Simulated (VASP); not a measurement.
Crystal: Ag.

```xyz
4
Lattice="2.8862 0.0000 0.0000 -1.4431 2.4995 0.0000 0.0000 0.0000 10.0000" Properties=species:S:1:pos:R:3 pbc="T T T"
Ag    0.0000    0.0000    5.0000
Ag    0.0000    0.0000    0.0000
Ag    1.4431    0.8332    7.5000
Ag    0.0000    1.6663    2.5000
```

This isn't the form of Ag at room conditions, which is fcc.

- Program: VASP 6.6.1
- Task: relaxation of cell and atoms
- Functional: PBEsol
- Dispersion: D4
- Potentials or basis: VASP PAW PBE potentials, release 64 (Ag)
- Cutoff: 600 eV
- k mesh: 11 × 11 × 3
- Occupations: fermi-dirac, width 0.05 eV
- Spin: no spin polarisation

At the start: pressure -9.9 GPa; volume 18.04 Å³/atom.

How do energy, volume and symmetry change on relaxing?

Over 8 steps the energy falls by 69.9 meV/atom and the volume is 16.22 Å³/atom (-10.1 %); space group P6_3/mmc (No. 194, to 0.1 Å) before and after.

The path:
```tsv
step	energy change (eV)	largest force (eV/Å)	pressure (GPa)	volume (Å³)
1	0.0000	0.0000	-9.91	72.14
2	-0.1575	0.0000	9.64	61.10
3	-0.2594	0.0000	0.29	64.92
4	-0.2770	0.0000	0.18	64.83
5	-0.2795	0.0000	0.20	64.78
6	-0.2795	0.0000	0.21	64.78
7	-0.2795	0.0000	-0.20	64.98
8	-0.2795	0.0000	0.02	64.87
```

Final structure:
```
Ag
1.0
     2.82836    0.00000    0.00000
    -1.41418    2.44943    0.00000
     0.00000    0.00000    9.36414
Ag
4
Direct
  0.00000 0.00000 0.50000
  0.00000 0.00000 0.00000
  0.66667 0.33333 0.75000
  0.33333 0.66667 0.25000
```

Caveat: the PAW data sets were made with another functional, which shifts forces and pressure a little.
